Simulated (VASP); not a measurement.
# HgTe (F-43m) in VASP: a series of runs

Runs on HgTe. Level: PBEsol. Tasks: single point.

Everything below comes from runs of VASP 6.6.1. Logs are shortened: lines on timing, memory, paths and dates and some standing lists are left out, and cuts for length are marked.

## (1) The cell of the first run

Symmetry: F-43m, No. 216, cubic system. Conventional cell: a = 6.425 Å, b = 6.425 Å, c = 6.425 Å, α = 90.00°, β = 90.00°, γ = 90.00°. Hg (site symmetry -43m) has 4 Te at 2.78 Å within 3.7 Å. Te (site symmetry -43m) has 4 Hg at 2.78 Å within 3.7 Å.

## (2) Single point, PBEsol (volume scaled by 0.99)

INCAR reads:

```
SYSTEM = HgTe
PREC = Accurate
ENCUT = 520
EDIFF = 1E-6
ISMEAR = -1
SIGMA = 0.05
LREAL = .False.
LASPH = .True.
NELM = 60
ALGO = Normal
ISIF = 2
LWAVE = .False.
LCHARG = .True.
GGA = PS
LELF = .True.
LVHAR = .True.
NBANDS = 16
```

KPOINTS reads:

```
regular mesh
0
Gamma
  9 9 9
  0 0 0
```

POSCAR reads:

```
HgTe
1.0
    0.0000000000      3.2127189830      3.2127189830
    3.2127189830      0.0000000000      3.2127189830
    3.2127189830      3.2127189830      0.0000000000
Hg Te
1 1
Direct
    0.0000000000      0.0000000000      0.0000000000
    0.7500000000      0.7500000000      0.7500000000
```

Potentials or basis: VASP PAW PBE potentials, release 64 (Hg, Te).

The run is started by

```sh
> cat potpaw_PBE.64/Hg/POTCAR potpaw_PBE.64/Te/POTCAR > POTCAR
> mpirun -np 1 vasp_std > vasp.out
```

OUTCAR:

```text
SYSTEM = HgTe
   PREC = Accurate
   ENCUT = 520
   EDIFF = 1E-6
   ISMEAR = -1
   LREAL = .False.
   LASPH = .True.
   NELM = 60
   ISIF = 2
   GGA = PS

 ion  position               nearest neighbor table
   1  0.000  0.000  0.000-   2 2.78   2 2.78   2 2.78   2 2.78
   2  0.750  0.750  0.750-   1 2.78   1 2.78   1 2.78   1 2.78

  LATTYP: Found a face centered cubic cell.
 ALAT       =     6.4254379660

  Lattice vectors:

 A1 = (   0.0000000000,   3.2127189830,   3.2127189830)
 A2 = (   3.2127189830,   0.0000000000,   3.2127189830)
 A3 = (   3.2127189830,   3.2127189830,   0.0000000000)

Analysis of symmetry for initial positions (statically):
=====================================================================
 Subroutine PRICEL returns:
 Original cell was already a primitive cell.

 Routine SETGRP: Setting up the symmetry group for a
 face centered cubic supercell.

 Subroutine GETGRP returns: Found 24 space group operations
 (whereof 24 operations were pure point group operations)
 out of a pool of 48 trial point group operations.

The static configuration has the point symmetry T_d .

Analysis of symmetry for dynamics (positions and initial velocities):
=====================================================================
 Subroutine PRICEL returns:
 Original cell was already a primitive cell.

 Routine SETGRP: Setting up the symmetry group for a
 face centered cubic supercell.

 Subroutine GETGRP returns: Found 24 space group operations
 (whereof 24 operations were pure point group operations)
 out of a pool of 48 trial point group operations.

The dynamic configuration has the point symmetry T_d .

 Subroutine INISYM returns: Found 24 space group operations
 (whereof 24 operations are pure point group operations),
 and found     1 'primitive' translations

----------------------------------------------------------------------------------------

                                     Primitive cell

  volume of cell :      66.3206

  direct lattice vectors                    reciprocal lattice vectors
     0.000000000  3.212718983  3.212718983    -0.155631415  0.155631415  0.155631415
     3.212718983  0.000000000  3.212718983     0.155631415 -0.155631415  0.155631415
     3.212718983  3.212718983  0.000000000     0.155631415  0.155631415 -0.155631415

  length of vectors
[... 80 lines left out ...]
   ENCUT  =  520.0 eV  38.22 Ry    6.18 a.u.   8.45  8.45  8.45*2*pi/ulx,y,z
   NELM   =     60;   NELMIN=  2; NELMDL= -5     # of ELM steps
   EDIFF  = 0.1E-05   stopping-criterion for ELM
   LREAL  =      F    real-space projection
   EDIFFG = 0.1E-04   stopping-criterion for IOM
   NSW    =      0    number of steps for IOM
   IBRION =     -1    ionic relax: 0-MD 1-quasi-New 2-CG
   NFREE  =      0    steps in history (QN), initial steepest desc. (CG)
   ISIF   =      2    stress and relaxation
   ISYM   =      2    0-nonsym 1-usesym 2-fastsym
   POTIM  = 0.5000    time-step for ionic-motion
   TEBEG  =    0.0;   TEEND  =   0.0 temperature during run
   PSTRESS=    0.0 pullay stress
   NELECT =      18.0000    total number of electrons
   NUPDOWN=      -1.0000    fix difference up-down
   EMIN   =  10.00;   EMAX   =-10.00  energy-range for DOS
   EFERMI =   0.00;   METHOD = LEGACY
   ISMEAR =    -1;   SIGMA  =   0.05  broadening in eV -4-tet -1-fermi 0-gaus
   EFERMI_NEDOS =   21; number of points for ismear=-14 and -15
   IALGO  =     38    algorithm
   IMIX   =      4    mixing-type and parameters
     AMIX     =   0.40;   BMIX     =  1.00
     AMIX_MAG =   1.60;   BMIX_MAG =  1.00
  volume/ion in A,a.u.               =      33.16       223.78
  Fermi-wavevector in a.u.,A,eV,Ry     =   1.059944  2.003004 15.285891  1.123481
  Thomas-Fermi vector in A             =   2.195307
   LORBIT       =      0    0 simple, 1 ext, 2 COOP (PROOUT), +10 PAW based schemes
   GGA     = PS    functional components
   LHFCALC =     F    Hartree Fock is set to
   AEXX    =    0.0000 exact exchange contribution
   IVDW    =     0    specifies the selected vdW correction
   LEPSILON=     F    determine dielectric tensor
   LRPA    =     F    only Hartree local field effects (RPA)
 non-spin polarized calculation
  energy-cutoff  :      520.00
  volume of cell :       66.32
 maximum number of plane-waves:      1820
 NGX is ok and might be reduce to    36
   NGX = 17   NGY = 17   NGZ = 17

 number of electron      17.9999999 magnetization

 Free energy of the ion-electron system (eV)
  ---------------------------------------------------
  ext. energy  EPLUGINS =         0.00000000
  ---------------------------------------------------
  free energy    TOTEN  =        -4.35928328 eV

  energy without entropy =       -4.35883270  energy(sigma->0) =       -4.35905799

 E-fermi :   3.2055     XC(G=0):  -9.0198

 val. band max:        3.1456551867   @ k =   0.0000   0.0000   0.0000
 cond. band min:       3.7287866397   @ k =   0.1111   0.0000   0.0000
 fundamental gap:      0.5831314530
 Fermi energy:         3.2055222734

 k-point     1 :       0.0000    0.0000    0.0000
  band No.  band energies     occupation
      1      -9.0109      2.00000
      2      -4.3089      2.00000
      3      -4.3089      2.00000
      4      -4.3089      2.00000
      5      -3.7508      2.00000
      6      -3.7508      2.00000
[... 433 lines left out ...]
      3      -3.9627      2.00000
      4      -3.9627      2.00000
      5      -3.6869      2.00000
      6      -3.4003      2.00000
[... 8 lines left out ...]
     15      13.4013      0.00000
     16      14.9256      0.00000

 [... further k-points ...]

------------------------ aborting loop because EDIFF is reached ----------------------------------------

  FORCE on cell =-STRESS in cart. coord.  units (eV):
  Direction    XX          YY          ZZ          XY          YZ          ZX
  --------------------------------------------------------------------------------------
  -------------------------------------------------------------------------------------
  Total        0.8067741      0.8067741      0.8067741      0.0000000      0.0000000      0.0000000
  in kB       19.4901106     19.4901106     19.4901106      0.0000000      0.0000000      0.0000000
  external PRESSURE =      19.4901106 kB  Pullay stress =       0.0000000 kB

 VOLUME and BASIS-vectors are now :
 -----------------------------------------------------------------------------
  energy-cutoff  :      520.00
  volume of cell :       66.32
      direct lattice vectors                 reciprocal lattice vectors
     0.000000000  3.212718983  3.212718983    -0.155631415  0.155631415  0.155631415
     3.212718983  0.000000000  3.212718983     0.155631415 -0.155631415  0.155631415
     3.212718983  3.212718983  0.000000000     0.155631415  0.155631415 -0.155631415

 POSITION                                       TOTAL-FORCE (eV/Angst)
 -----------------------------------------------------------------------------------
      0.00000      0.00000      0.00000         0.000000      0.000000      0.000000
      4.81908      4.81908      4.81908        -0.000000     -0.000000     -0.000000
 -----------------------------------------------------------------------------------
    total drift:                                0.000000      0.000000      0.000000

  FREE ENERGIE OF THE ION-ELECTRON SYSTEM (eV)
  ---------------------------------------------------
  free  energy   TOTEN  =        -4.3592832803 eV

  energy  without entropy=       -4.3588327005  energy(sigma->0) =       -4.35905799
```

stdout:

```text
POSCAR found type information on POSCAR HgTe
 POSCAR found :  2 types and       2 ions
 scaLAPACK will be used
 -----------------------------------------------------------------------------
|                                                                             |
|                                                                             |
|     You enforced a specific xc type in the INCAR file but a different       |
|     I HOPE YOU KNOW WHAT YOU ARE DOING!                                     |
|                                                                             |
 -----------------------------------------------------------------------------

 LDA part: xc-table for (Slater+PW92), standard interpolation
 POSCAR, INCAR and KPOINTS ok, starting setup
 FFT: planning ... GRIDC
 FFT: planning ... GRID_SOFT
 FFT: planning ... GRID
 WAVECAR not read
 entering main loop
```

Run time: 14 s. Hardware: 1 thread of Intel Xeon 6975P-C (Granite Rapids), shared host; peak memory 0.22 GiB.

Results:

```
Free energy            : -4.3593 eV
Pressure               : 1.9 GPa
Band gap on the k mesh : zero (filled and empty bands touch)
```

Caveat: the PAW data sets were made with another functional, which shifts forces and pressure a little; spin-orbit coupling is left out, which moves the levels of the heavy elements.

## (3) Single point, PBEsol (volume scaled by 1.01)

INCAR reads:

```
ALGO = Normal
EDIFF = 1E-6
ENCUT = 520
GGA = PS
ISIF = 2
ISMEAR = -1
LASPH = T
LCHARG = F
LREAL = F
LWAVE = F
NBANDS = 16
NELM = 80
PREC = Accurate
SIGMA = 0.05
```

KPOINTS reads:

```
k-points
0
Gamma
  9 9 9
```

POSCAR reads:

```
HgTe
1.0
    0.0000000000      3.2342093810      3.2342093810
    3.2342093810      0.0000000000      3.2342093810
    3.2342093810      3.2342093810      0.0000000000
Hg Te
1 1
Direct
    0.0000000000      0.0000000000      0.0000000000
    0.7500000000      0.7500000000      0.7500000000
```

Potentials or basis: VASP PAW PBE potentials, release 64 (Hg, Te).

The run is started by

```sh
> cat potpaw_PBE.64/Hg/POTCAR potpaw_PBE.64/Te/POTCAR > POTCAR
> mpirun -np 1 vasp_std > vasp.out
```

Wall time 14 s (1 thread of Intel Xeon 6975P-C (Granite Rapids), shared host); peak memory 0.22 GiB.

Results (log left out):

* Free energy: -4.3717 eV
* Pressure: 1.0 GPa
* Band gap on the k mesh: zero (filled and empty bands touch)

Levels at points of the mesh, in eV from the Fermi level:
```csv
k point,band 7,band 8,band 9,band 10,band 11,band 12
"(0.00, 0.00, 0.00)",-0.87,-0.06,-0.06,-0.06,4.12,4.12
```

Caveat: the PAW data sets were made with another functional, which shifts forces and pressure a little; spin-orbit coupling is left out, which moves the levels of the heavy elements.

## (4) Single point, PBEsol (volume scaled by 1.02)

INCAR reads:

```
SYSTEM = HgTe
ALGO = Normal ; EDIFF = 1E-6
ENCUT = 520 ; GGA = PS
ISIF = 2 ; ISMEAR = -1
LASPH = .TRUE. ; LCHARG = .FALSE.
LREAL = .FALSE. ; LWAVE = .FALSE.
NBANDS = 16 ; NELM = 80
PREC = Accurate ; SIGMA = 0.05
```

KPOINTS reads:

```
k-points
0
G
  9 9 9
  0 0 0
```

POSCAR reads:

```
HgTe
1.0
    0.0000000000      3.2448483043      3.2448483043
    3.2448483043      0.0000000000      3.2448483043
    3.2448483043      3.2448483043      0.0000000000
Hg Te
1 1
Direct
    0.0000000000      0.0000000000      0.0000000000
    0.7500000000      0.7500000000      0.7500000000
```

The run is started by

```sh
> cat potpaw_PBE.64/Hg/POTCAR potpaw_PBE.64/Te/POTCAR > POTCAR
> mpirun -np 1 vasp_std > vasp.out
```

Wall time 14 s (1 thread of Intel Xeon 6975P-C (Granite Rapids), shared host); peak memory 0.22 GiB.

The run converged. Its results:

```yaml
Free_energy: -4.3750 eV
Pressure: 0.5 GPa
Band_gap_on_the_k_mesh: zero (filled and empty bands touch)
```

Levels at points of the mesh, in eV from the Fermi level:
```
           k point  band 7  band 8  band 9  band 10  band 11  band 12
(0.00, 0.00, 0.00)   -0.90   -0.06   -0.06    -0.06     4.14     4.14
```

Caveat: the PAW data sets were made with another functional, which shifts forces and pressure a little; spin-orbit coupling is left out, which moves the levels of the heavy elements.

## (5) Single point, PBEsol (volume scaled by 1.04)

INCAR reads:

```
SYSTEM = HgTe
PREC = Accurate
ENCUT = 520
EDIFF = 1E-7
ISMEAR = -1
SIGMA = 0.05
LREAL = .False.
LASPH = .True.
NELM = 60
ALGO = Normal
ISIF = 2
LWAVE = .False.
LCHARG = .False.
GGA = PS
NBANDS = 16
```

KPOINTS reads:

```
regular mesh
0
Gamma
  9 9 9
  0 0 0
```

POSCAR reads:

```
HgTe
1.0
    0.0000000000      3.2659193382      3.2659193382
    3.2659193382      0.0000000000      3.2659193382
    3.2659193382      3.2659193382      0.0000000000
Hg Te
1 1
Direct
    0.0000000000      0.0000000000      0.0000000000
    0.7500000000      0.7500000000      0.7500000000
```

Potentials or basis: VASP PAW PBE potentials, release 64 (Hg, Te).

The run is started by

```sh
> cat potpaw_PBE.64/Hg/POTCAR potpaw_PBE.64/Te/POTCAR > POTCAR
> mpirun -np 1 vasp_std > vasp.out
```

OUTCAR:

```text
SYSTEM = HgTe
   PREC = Accurate
   ENCUT = 520
   EDIFF = 1E-7
   ISMEAR = -1
   LREAL = .False.
   LASPH = .True.
   NELM = 60
   ISIF = 2
   GGA = PS

 ion  position               nearest neighbor table
   1  0.000  0.000  0.000-   2 2.83   2 2.83   2 2.83   2 2.83
   2  0.750  0.750  0.750-   1 2.83   1 2.83   1 2.83   1 2.83

  LATTYP: Found a face centered cubic cell.
 ALAT       =     6.5318386764

  Lattice vectors:

 A1 = (   0.0000000000,   3.2659193382,   3.2659193382)
 A2 = (   3.2659193382,   0.0000000000,   3.2659193382)
 A3 = (   3.2659193382,   3.2659193382,   0.0000000000)

Analysis of symmetry for initial positions (statically):
=====================================================================
 Subroutine PRICEL returns:
 Original cell was already a primitive cell.

 Routine SETGRP: Setting up the symmetry group for a
 face centered cubic supercell.

 Subroutine GETGRP returns: Found 24 space group operations
 (whereof 24 operations were pure point group operations)
 out of a pool of 48 trial point group operations.
[... 155 lines left out ...]
  ---------------------------------------------------
  ext. energy  EPLUGINS =         0.00000000
  ---------------------------------------------------
  free energy    TOTEN  =        -4.37603765 eV

  energy without entropy =       -4.37555513  energy(sigma->0) =       -4.37579639

 E-fermi :   2.6932     XC(G=0):  -8.7946

 val. band max:        2.6266428300   @ k =   0.0000   0.0000   0.0000
 cond. band min:       3.1537775814   @ k =   0.1111   0.0000   0.0000
 fundamental gap:      0.5271347514
 Fermi energy:         2.6931907054

 k-point     1 :       0.0000    0.0000    0.0000
  band No.  band energies     occupation
      1      -9.1760      2.00000
      2      -4.5395      2.00000
      3      -4.5395      2.00000
      4      -4.5395      2.00000
      5      -4.0411      2.00000
      6      -4.0411      2.00000
[... 433 lines left out ...]
      3      -4.2322      2.00000
      4      -4.2322      2.00000
      5      -3.9842      2.00000
      6      -3.7215      2.00000
[... 8 lines left out ...]
     15      12.8590      0.00000
     16      14.2610      0.00000

 [... further k-points ...]
[... 5 lines left out ...]
  --------------------------------------------------------------------------------------
  -------------------------------------------------------------------------------------
  Total       -0.1374259     -0.1374259     -0.1374259     -0.0000000      0.0000000      0.0000000
  in kB       -3.1603325     -3.1603325     -3.1603325     -0.0000000      0.0000000      0.0000000
  external PRESSURE =      -3.1603325 kB  Pullay stress =       0.0000000 kB

 VOLUME and BASIS-vectors are now :
 -----------------------------------------------------------------------------
  energy-cutoff  :      520.00
  volume of cell :       69.67
      direct lattice vectors                 reciprocal lattice vectors
     0.000000000  3.265919338  3.265919338    -0.153096249  0.153096249  0.153096249
     3.265919338  0.000000000  3.265919338     0.153096249 -0.153096249  0.153096249
     3.265919338  3.265919338  0.000000000     0.153096249  0.153096249 -0.153096249

 POSITION                                       TOTAL-FORCE (eV/Angst)
 -----------------------------------------------------------------------------------
      0.00000      0.00000      0.00000         0.000000      0.000000     -0.000000
      4.89888      4.89888      4.89888        -0.000000     -0.000000      0.000000
 -----------------------------------------------------------------------------------
    total drift:                                0.000000      0.000000      0.000000

  FREE ENERGIE OF THE ION-ELECTRON SYSTEM (eV)
  ---------------------------------------------------
  free  energy   TOTEN  =        -4.3760376461 eV

  energy  without entropy=       -4.3755551261  energy(sigma->0) =       -4.37579639
```

OSZICAR:

```text
N       E                     dE             d eps       ncg     rms          rms(c)
DAV:   1     0.104097698383E+03    0.10410E+03   -0.81097E+03  1128   0.974E+02
DAV:   2    -0.891729070709E+00   -0.10499E+03   -0.97664E+02  1304   0.226E+02
DAV:   3    -0.457142308621E+01   -0.36797E+01   -0.36712E+01  1384   0.435E+01
DAV:   4    -0.460626072419E+01   -0.34838E-01   -0.34834E-01  1672   0.385E+00
DAV:   5    -0.460637333184E+01   -0.11261E-03   -0.11261E-03  1488   0.192E-01    0.715E+00
DAV:   6    -0.438800802081E+01    0.21837E+00   -0.43216E-01  1312   0.890E+00    0.578E+00
DAV:   7    -0.437816071731E+01    0.98473E-02   -0.94124E-02  1296   0.208E+00    0.220E+00
DAV:   8    -0.437626154506E+01    0.18992E-02   -0.94489E-03  1304   0.111E+00    0.542E-01
DAV:   9    -0.437602250621E+01    0.23904E-03   -0.68376E-04  1456   0.296E-01    0.103E-01
DAV:  10    -0.437603188136E+01   -0.93752E-05   -0.76858E-05  1352   0.801E-02    0.479E-02
DAV:  11    -0.437603843966E+01   -0.65583E-05   -0.16753E-05  1408   0.302E-02    0.217E-02
DAV:  12    -0.437603764752E+01    0.79214E-06   -0.25806E-06  1248   0.119E-02    0.127E-02
DAV:  13    -0.437603764609E+01    0.14320E-08   -0.22080E-07  1416   0.301E-03
   1 F= -.43760376E+01 E0= -.43757964E+01  d E =-.482520E-03
```

It took 14 s on 1 thread of Intel Xeon 6975P-C (Granite Rapids), shared host; peak memory 0.22 GiB.

Results:

| Property | Result |
| --- | --- |
| Free energy | -4.3760 eV |
| Pressure | -0.3 GPa |
| Band gap on the k mesh | zero (filled and empty bands touch) |

Caveat: the PAW data sets were made with another functional, which shifts forces and pressure a little; spin-orbit coupling is left out, which moves the levels of the heavy elements.

## (6) The runs side by side

| cell | gap on the mesh (eV) | pressure (GPa) |
| --- | --- | --- |
| a = 4.543 Å, angles 60.0°, 2 atoms | none | 1.9 |
| a = 4.574 Å, angles 60.0°, 2 atoms | none | 1.0 |
| a = 4.589 Å, angles 60.0°, 2 atoms | none | 0.5 |
| a = 4.619 Å, angles 60.0°, 2 atoms | none | -0.3 |

Alike in all rows: task single point; level PBEsol; potentials or basis VASP PAW PBE potentials, release 64 (Hg, Te); no spin polarisation; k mesh 9 × 9 × 9; cutoff (eV) 520; smearing fermi-dirac 0.05 eV.

Caveats: the PAW data sets were made with another functional, which shifts forces and pressure a little; spin-orbit coupling is left out, which moves the levels of the heavy elements.

Absolute energies hang on the potentials; compare differences alone.
